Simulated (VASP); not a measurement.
# Al12H in VASP: a series of runs

Runs on Al12H. Level: PBE+D3(BJ). Tasks: single point.

Everything below comes from runs of VASP 6.6.1. Logs are shortened: lines on timing, memory, paths and dates and some standing lists are left out, and cuts for length are marked.

## Step 1: The cell of the first run

The cell holds a slab with vacuum, 13 atoms: a = 5.631 Å, b = 5.631 Å, c = 21.568 Å, α = 90.00°, β = 90.00°, γ = 120.00°.

## Step 2: Single point, PBE+D3(BJ)

File INCAR:

```
SYSTEM = Al12H
PREC     = Accurate       ! precision mode
ENCUT    = 520            ! plane-wave cutoff, eV
EDIFF    = 1E-7           ! SCF threshold, eV
ISMEAR   = 0              ! smearing method
SIGMA    = 0.1            ! smearing width, eV
LREAL    = .FALSE.        ! projectors in reciprocal space
LASPH    = .TRUE.         ! aspherical terms in the spheres
NELM     = 60             ! most SCF steps
ALGO     = Normal         ! electronic algorithm
ISIF     = 2              ! what is computed and relaxed
LWAVE    = .FALSE.        ! write WAVECAR
LCHARG   = .FALSE.        ! write CHGCAR
LDIPOL   = .TRUE.       
IDIPOL   = 3            
DIPOL    = 0.5 0.5 0.310
GGA      = PE             ! functional
IVDW     = 12             ! dispersion correction
NBANDS   = 30             ! bands
```

File KPOINTS:

```
Automatic mesh
0
G
  6 6 1
  0 0 0
```

File POSCAR:

```
Al12H
1.0
    5.6314608525      0.0000000000      0.0000000000
   -2.8157304263      4.8769881587      0.0000000000
    0.0000000000      0.0000000000     21.5684292007
Al H
12 1
Direct
    0.3333333333      0.1666666667      0.1854562501
    0.3333333333      0.6666666667      0.1854562501
    0.8333333333      0.1666666667      0.1854562501
    0.8333333333      0.6666666667      0.1854562501
    0.1666666667      0.3333333333      0.2913950739
    0.1666666667      0.8333333333      0.2913950739
    0.6666666667      0.3333333333      0.2913950739
    0.6666666667      0.8333333333      0.2913950739
    0.0000000000      0.0000000000      0.3972671872
    0.0000000000      0.5000000000      0.3972671872
    0.5000000000      0.0000000000      0.3972671872
    0.5000000000      0.5000000000      0.3972671872
    0.0000000000      0.0000000000      0.5363593748
```

Potentials or basis: VASP PAW PBE potentials, release 64 (Al, H).

Run with:

```bash
$ cat potpaw_PBE.64/Al/POTCAR potpaw_PBE.64/H/POTCAR > POTCAR
$ mpirun -np 1 vasp_std > vasp.out
```

OUTCAR:

```text
SYSTEM = Al12H
   PREC = Accurate
   ENCUT = 520
   EDIFF = 1E-7
   ISMEAR = 0
   LREAL = .FALSE.
   LASPH = .TRUE.
   NELM = 60
   ISIF = 2
   GGA = PE
   IVDW = 12
 IVDW          = 12

 ion  position               nearest neighbor table
   1  0.333  0.167  0.185-   5 2.80   7 2.80   6 2.80   4 2.82   4 2.82   3 2.82   3 2.82   2 2.82
                             2 2.82
   2  0.333  0.667  0.185-   6 2.80   8 2.80   5 2.80   3 2.82   3 2.82   4 2.82   4 2.82   1 2.82
                             1 2.82
   3  0.833  0.167  0.185-   7 2.80   5 2.80   8 2.80   2 2.82   2 2.82   1 2.82   1 2.82   4 2.82
                             4 2.82
   4  0.833  0.667  0.185-   8 2.80   6 2.80   7 2.80   1 2.82   1 2.82   2 2.82   2 2.82   3 2.82
                             3 2.82
   5  0.167  0.333  0.291-  12 2.80   9 2.80  10 2.80   1 2.80   3 2.80   2 2.80   8 2.82   8 2.82
                             7 2.82   7 2.82   6 2.82   6 2.82
   6  0.167  0.833  0.291-  11 2.80  10 2.80   9 2.80   2 2.80   4 2.80   1 2.80   7 2.82   7 2.82
                             8 2.82   8 2.82   5 2.82   5 2.82
   7  0.667  0.333  0.291-  10 2.80  11 2.80  12 2.80   3 2.80   1 2.80   4 2.80   6 2.82   6 2.82
                             5 2.82   5 2.82   8 2.82   8 2.82
   8  0.667  0.833  0.291-   9 2.80  12 2.80  11 2.80   4 2.80   2 2.80   3 2.80   5 2.82   5 2.82
                             6 2.82   6 2.82   7 2.82   7 2.82
   9  0.000  0.000  0.397-   8 2.80   5 2.80   6 2.80  12 2.82  12 2.82  11 2.82  11 2.82  10 2.82
                            10 2.82
  10  0.000  0.500  0.397-   7 2.80   6 2.80   5 2.80  11 2.82  11 2.82  12 2.82  12 2.82   9 2.82
                             9 2.82
  11  0.500  0.000  0.397-   6 2.80   7 2.80   8 2.80  10 2.82  10 2.82   9 2.82   9 2.82  12 2.82
                            12 2.82
  12  0.500  0.500  0.397-   5 2.80   8 2.80   7 2.80   9 2.82   9 2.82  10 2.82  10 2.82  11 2.82
                            11 2.82
  13  0.000  0.000  0.536-

  LATTYP: Found a hexagonal cell.
 ALAT       =     5.6314608525
 C/A-ratio  =     3.8299883042

  Lattice vectors:

 A1 = (   5.6314608525,   0.0000000000,   0.0000000000)
 A2 = (  -2.8157304263,   4.8769881587,   0.0000000000)
 A3 = (   0.0000000000,   0.0000000000,  21.5684292007)

Analysis of symmetry for initial positions (statically):
=====================================================================
 Subroutine PRICEL returns:
 Original cell was already a primitive cell.

 Routine SETGRP: Setting up the symmetry group for a
 hexagonal supercell.

 Subroutine GETGRP returns: Found  6 space group operations
 (whereof  6 operations were pure point group operations)
 out of a pool of 24 trial point group operations.

The static configuration has the point symmetry C_3v.

Analysis of symmetry for dynamics (positions and initial velocities):
=====================================================================
 Subroutine PRICEL returns:
 Original cell was already a primitive cell.

 Routine SETGRP: Setting up the symmetry group for a
 hexagonal supercell.

 Subroutine GETGRP returns: Found  6 space group operations
 (whereof  6 operations were pure point group operations)
 out of a pool of 24 trial point group operations.

The dynamic configuration has the point symmetry C_3v.

 Subroutine INISYM returns: Found  6 space group operations
 (whereof  6 operations are pure point group operations),
 and found     1 'primitive' translations

----------------------------------------------------------------------------------------

                                     Primitive cell

  volume of cell :     592.3676

  direct lattice vectors                    reciprocal lattice vectors
     5.631460853  0.000000000  0.000000000     0.177573817  0.102522291  0.000000000
    -2.815730426  4.876988159  0.000000000     0.000000000  0.205044582  0.000000000
     0.000000000  0.000000000 21.568429201     0.000000000  0.000000000  0.046364063

  length of vectors
     5.631460853  5.631460853 21.568429201     0.205044582  0.205044582  0.046364063

  position of ions in fractional coordinates (direct lattice)
     0.333333333  0.166666667  0.185456250
     0.333333333  0.666666667  0.185456250
     0.833333333  0.166666667  0.185456250
     0.833333333  0.666666667  0.185456250
     0.166666667  0.333333333  0.291395074
     0.166666667  0.833333333  0.291395074
     0.666666667  0.333333333  0.291395074
     0.666666667  0.833333333  0.291395074
     0.000000000  0.000000000  0.397267187
     0.000000000  0.500000000  0.397267187
     0.500000000  0.000000000  0.397267187
     0.500000000  0.500000000  0.397267187
     0.000000000  0.000000000  0.536359375

  ion indices of the primitive-cell ions
   primitive index   ion index
                 1           1
                 2           2
                 3           3
                 4           4
                 5           5
                 6           6
                 7           7
                 8           8
                 9           9
                10          10
                11          11
                12          12
                13          13

----------------------------------------------------------------------------------------

 KPOINTS: Automatic mesh

Automatic generation of k-mesh.
 Grid dimensions read from file:
 generate k-points for:    6    6    1

 Generating k-lattice:

  Cartesian coordinates                     Fractional coordinates (reciprocal lattice)
     0.029595636  0.017087049  0.000000000     0.166666667 -0.000000000  0.000000000
     0.000000000  0.034174097  0.000000000     0.000000000  0.166666667  0.000000000
     0.000000000  0.000000000  0.046364063     0.000000000  0.000000000  1.000000000

  Length of vectors
     0.034174097  0.034174097  0.046364063

  Shift w.r.t. Gamma in fractional coordinates (k-lattice)
     0.000000000  0.000000000  0.000000000

 Subroutine IBZKPT returns following result:
 ===========================================

 Found      7 irreducible k-points:

 Following reciprocal coordinates:
            Coordinates               Weight
  0.000000  0.000000  0.000000      1.000000
  0.166667  0.000000  0.000000      6.000000
  0.333333 -0.000000  0.000000      6.000000
  0.500000 -0.000000  0.000000      3.000000
  0.166667  0.166667  0.000000      6.000000
  0.333333  0.166667  0.000000     12.000000
  0.333333  0.333333  0.000000      2.000000
   k-points           NKPTS =      7   k-points in BZ     NKDIM =      7   number of bands    NBANDS=     30
   number of dos      NEDOS =    301   number of ions     NIONS =     13
   total plane-waves  NPLWV = 282240
   dimension x,y,z NGX =    42 NGY =   42 NGZ =  160
   dimension x,y,z NGXF=    84 NGYF=   84 NGZF=  320
   ions per type =              12   1
   NGX,Y,Z   is equivalent  to a cutoff of  12.40, 12.40, 12.33 a.u.
   NGXF,Y,Z  is equivalent  to a cutoff of  24.80, 24.80, 24.67 a.u.
 SYSTEM =  Al12H
   PREC   = accura    normal or accurate (medium, high low for compatibility)
   ISTART =      0    job   : 0-new  1-cont  2-samecut
   ICHARG =      2    charge: 1-file 2-atom 10-const
   ISPIN  =      1    spin polarized calculation?
   LNONCOLLINEAR =      F non collinear calculations
   LSORBIT =      F    spin-orbit coupling
   LASPH  =      T    aspherical Exc in radial PAW
   ENCUT  =  520.0 eV  38.22 Ry    6.18 a.u.  10.47 10.47 40.10*2*pi/ulx,y,z
   NELM   =     60;   NELMIN=  2; NELMDL= -5     # of ELM steps
   EDIFF  = 0.1E-06   stopping-criterion for ELM
   LREAL  =      F    real-space projection
   EDIFFG = 0.1E-05   stopping-criterion for IOM
   NSW    =      0    number of steps for IOM
   IBRION =     -1    ionic relax: 0-MD 1-quasi-New 2-CG
   NFREE  =      0    steps in history (QN), initial steepest desc. (CG)
   ISIF   =      2    stress and relaxation
   ISYM   =      2    0-nonsym 1-usesym 2-fastsym
   POTIM  = 0.5000    time-step for ionic-motion
   TEBEG  =    0.0;   TEEND  =   0.0 temperature during run
   PSTRESS=    0.0 pullay stress
   NELECT =      37.0000    total number of electrons
   NUPDOWN=      -1.0000    fix difference up-down
   EMIN   =  10.00;   EMAX   =-10.00  energy-range for DOS
   EFERMI =   0.00;   METHOD = LEGACY
   ISMEAR =     0;   SIGMA  =   0.10  broadening in eV -4-tet -1-fermi 0-gaus
   EFERMI_NEDOS =   21; number of points for ismear=-14 and -15
   IALGO  =     38    algorithm
   IMIX   =      4    mixing-type and parameters
     AMIX     =   0.40;   BMIX     =  1.00
     AMIX_MAG =   1.60;   BMIX_MAG =  1.00
  volume/ion in A,a.u.               =      45.57       307.50
  Fermi-wavevector in a.u.,A,eV,Ry     =   0.649549  1.227469  5.740480  0.421913
  Thomas-Fermi vector in A             =   1.718540
   LORBIT       =      0    0 simple, 1 ext, 2 COOP (PROOUT), +10 PAW based schemes
   GGA     = PE    functional components
   LHFCALC =     F    Hartree Fock is set to
   AEXX    =    0.0000 exact exchange contribution
   IVDW    =    12    specifies the selected vdW correction
   LEPSILON=     F    determine dielectric tensor
   LRPA    =     F    only Hartree local field effects (RPA)
 non-spin polarized calculation
 Gauss-broadening in eV      SIGMA  =   0.10
  energy-cutoff  :      520.00
  volume of cell :      592.37
 maximum number of plane-waves:     16008
 NGX is ok and might be reduce to    42
   NGX = 21   NGY = 21   NGZ = 81

 dipolmoment           0.000000      0.000000     -0.203233 electrons x Angstroem

 number of electron      37.0000001 magnetization

 dipolmoment           0.000000      0.000000      0.313851 electrons x Angstroem

 Free energy of the ion-electron system (eV)
  ---------------------------------------------------
  ext. energy  EPLUGINS =         0.00000000
  ---------------------------------------------------
  free energy    TOTEN  =       -43.14854333 eV

  energy without entropy =      -43.10615656  energy(sigma->0) =      -43.12734995

 E-fermi :  -0.5343     XC(G=0):  -4.3890

 val. band max:       -0.5584780532   @ k =   0.0000   0.0000   0.0000
 cond. band min:      -0.4858704828   @ k =   0.3333   0.3333   0.0000
 fundamental gap:      0.0726075704
 Fermi energy:        -0.5343154222

 k-point     1 :       0.0000    0.0000    0.0000
  band No.  band energies     occupation
      1     -11.3883      2.00000
      2      -9.6273      2.00000
      3      -6.8495      2.00000
      4      -5.3820      2.00000
      5      -5.3720      2.00000
      6      -5.3720      2.00000
[... 22 lines left out ...]
     29       2.1812      0.00000
     30       2.2443      0.00000
[... 167 lines left out ...]
  band No.  band energies     occupation
      1      -9.3493      2.00000
      2      -9.3315      2.00000
      3      -9.3291      2.00000
      4      -7.5973      2.00000
      5      -7.5931      2.00000
      6      -7.5917      2.00000
[... 22 lines left out ...]
     29       2.9571      0.00000
     30       2.9605      0.00000

------------------------ aborting loop because EDIFF is reached ----------------------------------------

 vacuum level on the upper side and lower side of the slab       (xc-potential included)         0.936        -1.081

 Edisp (eV)   -2.90804

 E8    (eV) :    -1.3514

  FORCE on cell =-STRESS in cart. coord.  units (eV):
  Direction    XX          YY          ZZ          XY          YZ          ZX
  --------------------------------------------------------------------------------------
  -------------------------------------------------------------------------------------
  Total      -2.70861    -2.70861    -1.57671     0.00000    -0.00000     0.00000
  in kB      -7.32599    -7.32599    -4.26452     0.00000    -0.00000     0.00000
  external pressure =       -6.31 kB  Pullay stress =        0.00 kB

 VOLUME and BASIS-vectors are now :
 -----------------------------------------------------------------------------
  energy-cutoff  :      520.00
  volume of cell :      592.37
      direct lattice vectors                 reciprocal lattice vectors
     5.631460853  0.000000000  0.000000000     0.177573817  0.102522291  0.000000000
    -2.815730426  4.876988159  0.000000000     0.000000000  0.205044582  0.000000000
     0.000000000  0.000000000 21.568429201     0.000000000  0.000000000  0.046364063

 POSITION                                       TOTAL-FORCE (eV/Angst)
 -----------------------------------------------------------------------------------
      1.40787      0.81283      4.00000         0.041153      0.023760     -0.095424
     -0.00000      3.25133      4.00000        -0.000000      0.000000     -0.057470
      4.22360      0.81283      4.00000        -0.041153      0.023760     -0.095424
      2.81573      3.25133      4.00000         0.000000     -0.047520     -0.095424
      0.00000      1.62566      6.28493        -0.000000      0.099930      0.006932
     -1.40787      4.06416      6.28493         0.086542     -0.049965      0.006932
      2.81573      1.62566      6.28493        -0.000000      0.000000     -0.061440
      1.40787      4.06416      6.28493        -0.086542     -0.049965      0.006932
      0.00000      0.00000      8.56843        -0.000000      0.000000      1.179325
     -1.40787      2.43849      8.56843        -0.011522     -0.006652      0.092241
      2.81573      0.00000      8.56843        -0.000000      0.013305      0.092241
      1.40787      2.43849      8.56843         0.011522     -0.006652      0.092241
      0.00000      0.00000     11.56843        -0.000000      0.000000     -1.071662
 -----------------------------------------------------------------------------------
    total drift:                                0.000000     -0.000000     -0.000148

  FREE ENERGIE OF THE ION-ELECTRON SYSTEM (eV)
  ---------------------------------------------------
  free  energy   TOTEN  =       -46.0565870492 eV

  energy  without entropy=      -46.0142002721  energy(sigma->0) =      -46.03539366

 vacuum level on the upper side and lower side of the slab         5.410         3.344
```

Run time: 5.1 min. Hardware: 1 thread of AMD EPYC 7R13 (Zen 3), shared host; peak memory 0.59 GiB.

What came out:

- Free energy: -46.0566 eV
- Largest force: 1.179 eV/Å
- Band gap on the k mesh: zero (an odd number of electrons rules out a gap without spin polarisation)
- Dispersion energy per atom: -0.224 eV

Forces on the atoms (eV/Å):
```
Al   0.041  0.024 -0.095
Al   0.000  0.000 -0.057
Al  -0.041  0.024 -0.095
Al   0.000 -0.048 -0.095
Al   0.000  0.100  0.007
Al   0.087 -0.050  0.007
Al   0.000  0.000 -0.061
Al  -0.087 -0.050  0.007
Al   0.000  0.000  1.179
Al  -0.012 -0.007  0.092
Al   0.000  0.013  0.092
Al   0.012 -0.007  0.092
H    0.000  0.000 -1.072
```

Levels at points of the mesh, in eV from the Fermi level:
```
           k point  band 15  band 16  band 17  band 18  band 19  band 20  band 21  band 22  band 23  band 24
(0.00, 0.00, 0.00)    -2.78    -2.78    -0.63    -0.35    -0.35    -0.24    -0.12    -0.12    -0.02     0.99
(0.50, 0.00, 0.00)    -0.53    -0.53    -0.23    -0.17    -0.04     0.98     0.99     1.34     1.38     1.76
```

## Step 3: Single point, PBE+D3(BJ)

File INCAR:

```
SYSTEM = Al12H
ALGO = Normal ; DIPOL = 0.5 0.5 0.310
EDIFF = 1E-7 ; ENCUT = 520
GGA = PE ; IDIPOL = 3
ISIF = 2 ; ISMEAR = 0
IVDW = 12 ; LASPH = .True.
LCHARG = .False. ; LDIPOL = .True.
LREAL = .False. ; LWAVE = .False.
NBANDS = 30 ; NELM = 100
PREC = Accurate ; SIGMA = 0.1
```

File KPOINTS:

```
k-points
0
Gamma
  6 6 1
  0 0 0
```

Changes to POSCAR since step 2:

```diff
@@ -20,2 +20,2 @@
     0.5000000000      0.5000000000      0.3972671872
-    0.0000000000      0.0000000000      0.5363593748
+    0.1666666667      0.3333333333      0.5363593748
```

Potentials or basis: VASP PAW PBE potentials, release 64 (Al, H).

Run with:

```bash
$ cat potpaw_PBE.64/Al/POTCAR potpaw_PBE.64/H/POTCAR > POTCAR
$ mpirun -np 1 vasp_std > vasp.out
```

It took 5.3 min on 1 thread of AMD EPYC 7R13 (Zen 3), shared host; peak memory 0.6 GiB.

Results (log left out):

```
Free energy                : -45.9659 eV
Largest force              : 0.887 eV/Å
Band gap on the k mesh     : zero (an odd number of electrons rules out a gap without spin polarisation)
Dispersion energy per atom : -0.224 eV
```

Forces in eV/Å, atoms in the order of the input:
```
Al   0.086 -0.050 -0.067
Al   0.000  0.100 -0.067
Al  -0.086 -0.050 -0.067
Al   0.000  0.000 -0.113
Al   0.000  0.000  0.102
Al  -0.036 -0.021 -0.063
Al   0.000  0.042 -0.063
Al   0.036 -0.021 -0.063
Al   0.000  0.104  0.405
Al   0.090 -0.052  0.405
Al   0.000  0.000  0.073
Al  -0.090 -0.052  0.405
H    0.000  0.000 -0.887
```

Levels at points of the mesh, in eV from the Fermi level:
```tsv
k point	band 15	band 16	band 17	band 18	band 19	band 20	band 21	band 22	band 23	band 24
(0.00, 0.00, 0.00)	-2.78	-2.78	-0.54	-0.35	-0.35	-0.35	-0.13	-0.13	-0.02	0.97
(0.50, 0.00, 0.00)	-0.53	-0.53	-0.19	-0.17	-0.06	0.98	0.98	1.33	1.37	1.76
```

[end of part 1 of 2]

The gap in the log of VASP goes by the Fermi energy; the results here count the filled bands.